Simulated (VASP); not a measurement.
# Sr (Fm-3m) in VASP: a series of runs, part 2 of 2

VASP 6.6.1.

**3. Single point, LDA (volume scaled by 0.96)**

Input file INCAR:

```
ALGO     = Normal         # electronic algorithm
EDIFF    = 1E-6           # SCF threshold, eV
ENCUT    = 520            # plane-wave cutoff, eV
GGA      = CA             # functional
ISIF     = 2              # what is computed and relaxed
ISMEAR   = -1             # smearing method
LASPH    = T              # aspherical terms in the spheres
LCHARG   = F              # write CHGCAR
LREAL    = F              # projectors in reciprocal space
LWAVE    = F              # write WAVECAR
NBANDS   = 11             # bands
NELM     = 80             # most SCF steps
PREC     = Accurate       # precision mode
SIGMA    = 0.05           # smearing width, eV
```

Input file KPOINTS:

```
k-points
0
Gamma
  8 8 8
```

Input file POSCAR:

```
Sr
1.0
    0.0000000000      3.0012321217      3.0012321217
    3.0012321217      0.0000000000      3.0012321217
    3.0012321217      3.0012321217      0.0000000000
Sr
1
Direct
    0.0000000000      0.0000000000      0.0000000000
```

Potentials or basis: VASP PAW LDA potentials, release 64 (Sr_sv).

On the command line:

```console
cat potpaw_LDA.64/Sr_sv/POTCAR > POTCAR
mpirun -np 1 vasp_std > vasp.out
```

OUTCAR:

```text
EDIFF = 1E-6
   ENCUT = 520
   GGA = CA
   ISIF = 2
   ISMEAR = -1
   LASPH = T
   LREAL = F
   NELM = 80
   PREC = Accurate

 ion  position               nearest neighbor table
   1  0.000  0.000  0.000-

  LATTYP: Found a face centered cubic cell.
 ALAT       =     6.0024642434

  Lattice vectors:

 A1 = (   0.0000000000,   3.0012321217,   3.0012321217)
 A2 = (   3.0012321217,   0.0000000000,   3.0012321217)
 A3 = (   3.0012321217,   3.0012321217,   0.0000000000)

Analysis of symmetry for initial positions (statically):
=====================================================================
 Subroutine PRICEL returns:
 Original cell was already a primitive cell.

 Routine SETGRP: Setting up the symmetry group for a
 face centered cubic supercell.

 Subroutine GETGRP returns: Found 48 space group operations
 (whereof 48 operations were pure point group operations)
 out of a pool of 48 trial point group operations.

The static configuration has the point symmetry O_h .

Analysis of symmetry for dynamics (positions and initial velocities):
=====================================================================
 Subroutine PRICEL returns:
 Original cell was already a primitive cell.

 Routine SETGRP: Setting up the symmetry group for a
 face centered cubic supercell.

 Subroutine GETGRP returns: Found 48 space group operations
 (whereof 48 operations were pure point group operations)
 out of a pool of 48 trial point group operations.

The dynamic configuration has the point symmetry O_h .

 Subroutine INISYM returns: Found 48 space group operations
 (whereof 48 operations are pure point group operations),
 and found     1 'primitive' translations

----------------------------------------------------------------------------------------

                                     Primitive cell

  volume of cell :      54.0666

  direct lattice vectors                    reciprocal lattice vectors
     0.000000000  3.001232122  3.001232122    -0.166598244  0.166598244  0.166598244
     3.001232122  0.000000000  3.001232122     0.166598244 -0.166598244  0.166598244
     3.001232122  3.001232122  0.000000000     0.166598244  0.166598244 -0.166598244

  length of vectors
     4.244383170  4.244383170  4.244383170     0.288556622  0.288556622  0.288556622

  position of ions in fractional coordinates (direct lattice)
     0.000000000  0.000000000  0.000000000

  ion indices of the primitive-cell ions
   primitive index   ion index
                 1           1

----------------------------------------------------------------------------------------

 KPOINTS: k-points

Automatic generation of k-mesh.
 Grid dimensions read from file:
 generate k-points for:    8    8    8

 Generating k-lattice:

  Cartesian coordinates                     Fractional coordinates (reciprocal lattice)
    -0.020824780  0.020824780  0.020824780     0.125000000  0.000000000  0.000000000
     0.020824780 -0.020824780  0.020824780     0.000000000  0.125000000  0.000000000
     0.020824780  0.020824780 -0.020824780     0.000000000  0.000000000  0.125000000

  Length of vectors
     0.036069578  0.036069578  0.036069578

  Shift w.r.t. Gamma in fractional coordinates (k-lattice)
     0.000000000  0.000000000  0.000000000

 Subroutine IBZKPT returns following result:
 ===========================================

 Found     29 irreducible k-points:

 Following reciprocal coordinates:
            Coordinates               Weight
  0.000000  0.000000  0.000000      1.000000
  0.125000  0.000000  0.000000      8.000000
  0.250000  0.000000  0.000000      8.000000
  0.375000  0.000000  0.000000      8.000000
  0.500000  0.000000  0.000000      4.000000
  0.125000  0.125000  0.000000      6.000000
[... 16 lines left out ...]
  0.500000  0.250000  0.125000     48.000000
 -0.375000  0.250000  0.125000     24.000000
 [... further k-points ...]
   k-points           NKPTS =     29   k-points in BZ     NKDIM =     29   number of bands    NBANDS=     11
   number of dos      NEDOS =    301   number of ions     NIONS =      1
   total plane-waves  NPLWV =  32768
   dimension x,y,z NGX =    32 NGY =   32 NGZ =   32
   dimension x,y,z NGXF=    64 NGYF=   64 NGZF=   64
   ions per type =               1
   NGX,Y,Z   is equivalent  to a cutoff of  12.53, 12.53, 12.53 a.u.
   NGXF,Y,Z  is equivalent  to a cutoff of  25.07, 25.07, 25.07 a.u.
 SYSTEM =  unknown system
   PREC   = accura    normal or accurate (medium, high low for compatibility)
   ISTART =      0    job   : 0-new  1-cont  2-samecut
   ICHARG =      2    charge: 1-file 2-atom 10-const
   ISPIN  =      1    spin polarized calculation?
   LNONCOLLINEAR =      F non collinear calculations
   LSORBIT =      F    spin-orbit coupling
   LASPH  =      T    aspherical Exc in radial PAW
   ENCUT  =  520.0 eV  38.22 Ry    6.18 a.u.   7.89  7.89  7.89*2*pi/ulx,y,z
   NELM   =     80;   NELMIN=  2; NELMDL= -5     # of ELM steps
   EDIFF  = 0.1E-05   stopping-criterion for ELM
   LREAL  =      F    real-space projection
   EDIFFG = 0.1E-04   stopping-criterion for IOM
   NSW    =      0    number of steps for IOM
   IBRION =     -1    ionic relax: 0-MD 1-quasi-New 2-CG
   NFREE  =      0    steps in history (QN), initial steepest desc. (CG)
   ISIF   =      2    stress and relaxation
   ISYM   =      2    0-nonsym 1-usesym 2-fastsym
   POTIM  = 0.5000    time-step for ionic-motion
   TEBEG  =    0.0;   TEEND  =   0.0 temperature during run
   PSTRESS=    0.0 pullay stress
   NELECT =      10.0000    total number of electrons
   NUPDOWN=      -1.0000    fix difference up-down
   EMIN   =  10.00;   EMAX   =-10.00  energy-range for DOS
   EFERMI =   0.00;   METHOD = LEGACY
   ISMEAR =    -1;   SIGMA  =   0.05  broadening in eV -4-tet -1-fermi 0-gaus
   EFERMI_NEDOS =   21; number of points for ismear=-14 and -15
   IALGO  =     38    algorithm
   IMIX   =      4    mixing-type and parameters
     AMIX     =   0.40;   BMIX     =  1.00
     AMIX_MAG =   1.60;   BMIX_MAG =  1.00
  volume/ion in A,a.u.               =      54.07       364.86
  Fermi-wavevector in a.u.,A,eV,Ry     =   0.932750  1.762642 11.837375  0.870023
  Thomas-Fermi vector in A             =   2.059380
   LORBIT       =      0    0 simple, 1 ext, 2 COOP (PROOUT), +10 PAW based schemes
   GGA     = CA    functional components
   LHFCALC =     F    Hartree Fock is set to
   AEXX    =    0.0000 exact exchange contribution
   IVDW    =     0    specifies the selected vdW correction
   LEPSILON=     F    determine dielectric tensor
   LRPA    =     F    only Hartree local field effects (RPA)
 non-spin polarized calculation
  energy-cutoff  :      520.00
  volume of cell :       54.07
 maximum number of plane-waves:      1475
   NGX = 15   NGY = 15   NGZ = 15

 number of electron      10.0000000 magnetization

 Free energy of the ion-electron system (eV)
  ---------------------------------------------------
  ext. energy  EPLUGINS =         0.00000000
  ---------------------------------------------------
  free energy    TOTEN  =        -1.88252983 eV

  energy without entropy =       -1.87594109  energy(sigma->0) =       -1.87923546

 E-fermi :   1.4786     XC(G=0):  -7.6104

 val. band max:        1.3637108881   @ k =  -0.3750   0.3750   0.0000
 cond. band min:       1.5345527799   @ k =  -0.2500   0.5000   0.2500
 fundamental gap:      0.1708418917
 Fermi energy:         1.4786082174

 k-point     1 :       0.0000    0.0000    0.0000
  band No.  band energies     occupation
      1     -34.9515      2.00000
      2     -16.9313      2.00000
      3     -16.9313      2.00000
      4     -16.9313      2.00000
      5      -2.2096      2.00000
      6       3.7336      0.00000
      7       3.7336      0.00000
      8       3.7336      0.00000
      9       5.2133      0.00000
     10       5.2133      0.00000
     11       8.7049      0.00000

 k-point     2 :       0.1250    0.0000    0.0000
  band No.  band energies     occupation
      1     -34.9492      2.00000
      2     -16.9635      2.00000
      3     -16.9356      2.00000
      4     -16.9356      2.00000
      5      -1.9546      2.00000
      6       3.3833      0.00000
      7       3.8432      0.00000
      8       3.8432      0.00000
      9       5.0833      0.00000
     10       5.0833      0.00000
     11       9.2667      0.00000
[... 295 lines left out ...]
 k-point    24 :      -0.3750    0.2500    0.1250
  band No.  band energies     occupation
      1     -34.9333      2.00000
      2     -17.1157      2.00000
      3     -17.0164      2.00000
      4     -16.9784      2.00000
      5       0.9850      1.99990
      6       1.5431      0.43200
      7       2.7744      0.00000
      8       4.0710      0.00000
      9       5.7433      0.00000
     10       6.5779      0.00000
     11       6.6689      0.00000

 [... further k-points ...]
[... 5 lines left out ...]
  --------------------------------------------------------------------------------------
  -------------------------------------------------------------------------------------
  Total       -0.4246825     -0.4246825     -0.4246825      0.0000000      0.0000000      0.0000000
  in kB      -12.5847950    -12.5847950    -12.5847950      0.0000000      0.0000000      0.0000000
  external PRESSURE =     -12.5847950 kB  Pullay stress =       0.0000000 kB

 VOLUME and BASIS-vectors are now :
 -----------------------------------------------------------------------------
  energy-cutoff  :      520.00
  volume of cell :       54.07
      direct lattice vectors                 reciprocal lattice vectors
     0.000000000  3.001232122  3.001232122    -0.166598244  0.166598244  0.166598244
     3.001232122  0.000000000  3.001232122     0.166598244 -0.166598244  0.166598244
     3.001232122  3.001232122  0.000000000     0.166598244  0.166598244 -0.166598244

 POSITION                                       TOTAL-FORCE (eV/Angst)
 -----------------------------------------------------------------------------------
      0.00000      0.00000      0.00000         0.000000     -0.000000      0.000000
 -----------------------------------------------------------------------------------
    total drift:                                0.000000      0.000000     -0.000000

  FREE ENERGIE OF THE ION-ELECTRON SYSTEM (eV)
  ---------------------------------------------------
  free  energy   TOTEN  =        -1.8825298310 eV

  energy  without entropy=       -1.8759410939  energy(sigma->0) =       -1.87923546
```

It took 25 s on 1 thread of AMD EPYC 7R43 (Zen 3), shared host; peak memory 0.12 GiB.

What came out:

```
Free energy : -1.8825 eV
Pressure    : -1.3 GPa
```

Levels at points of the mesh, in eV from the Fermi level:
```
           k point  band 1  band 2  band 3  band 4  band 5  band 6  band 7  band 8  band 9  band 10
(0.00, 0.00, 0.00)  -36.43  -18.41  -18.41  -18.41   -3.69    2.25    2.25    2.25    3.73     3.73
(0.50, 0.00, 0.00)  -36.41  -18.62  -18.44  -18.44   -1.18    0.15    2.11    2.11    4.80     4.80
(0.50, 0.50, 0.00)  -36.41  -18.61  -18.49  -18.49   -0.68    0.27    1.13    4.81    5.11     5.11
```

**4. Single point, LDA (volume scaled by 0.98)**

Input file INCAR:

```
SYSTEM = Sr
  PREC = Accurate
  ENCUT = 520
  EDIFF = 1E-6
  ISMEAR = -1
  SIGMA = 0.05
  LREAL = .FALSE.
  LASPH = .TRUE.
  NELM = 60
  ALGO = Normal
  ISIF = 2
  LWAVE = .FALSE.
  LCHARG = .TRUE.
  LELF = .TRUE.
  LVHAR = .TRUE.
  NBANDS = 11
```

Input file KPOINTS:

```
Automatic mesh
0
G
  8 8 8
  0 0 0
```

Input file POSCAR:

```
Sr
1.0
    0.0000000000      3.0219309284      3.0219309284
    3.0219309284      0.0000000000      3.0219309284
    3.0219309284      3.0219309284      0.0000000000
Sr
1
Direct
    0.0000000000      0.0000000000      0.0000000000
```

On the command line:

```console
cat potpaw_LDA.64/Sr_sv/POTCAR > POTCAR
mpirun -np 1 vasp_std > vasp.out
```

It took 29 s on 1 thread of AMD EPYC 7R43 (Zen 3), shared host; peak memory 0.13 GiB.

The run converged. Its results:

```
Free energy            : -1.8731 eV
Pressure               : -1.4 GPa
Band gap on the k mesh : zero (band 5 reaches 1.48 eV, above the bottom of band 6 at 1.46 eV)
```

Levels at points of the mesh, in eV from the Fermi level:
| k point | band 1 | band 2 | band 3 | band 4 | band 5 | band 6 | band 7 | band 8 | band 9 | band 10 |
| --- | --- | --- | --- | --- | --- | --- | --- | --- | --- | --- |
| (0.00, 0.00, 0.00) | -36.47 | -18.45 | -18.45 | -18.45 | -3.65 | 2.24 | 2.24 | 2.24 | 3.68 | 3.68 |
| (0.50, 0.00, 0.00) | -36.45 | -18.65 | -18.48 | -18.48 | -1.17 | 0.13 | 2.09 | 2.09 | 4.72 | 4.72 |
| (0.50, 0.50, 0.00) | -36.45 | -18.64 | -18.52 | -18.52 | -0.66 | 0.29 | 1.09 | 4.73 | 5.02 | 5.02 |

**5. Overview**

```csv
level,potentials or basis,cell,k mesh,gap on the mesh (eV),pressure (GPa)
r2SCAN,"VASP PAW PBE potentials, release 64 (Sr_sv)","a = 4.331 Å, angles 60.0°, 1 atom",6 × 6 × 6,none,-0.1
LDA,"VASP PAW LDA potentials, release 64 (Sr_sv)","a = 4.244 Å, angles 60.0°, 1 atom",8 × 8 × 8,-,-1.3
LDA,"VASP PAW LDA potentials, release 64 (Sr_sv)","a = 4.274 Å, angles 60.0°, 1 atom",8 × 8 × 8,none,-1.4
```

Alike in all rows: task single point; no spin polarisation; cutoff (eV) 520; smearing fermi-dirac 0.05 eV.

Caveats: the PAW data sets were made with another functional, which shifts forces and pressure a little (some runs).

Total energies depend on the potentials used, so only differences within one code and one set of settings carry meaning.
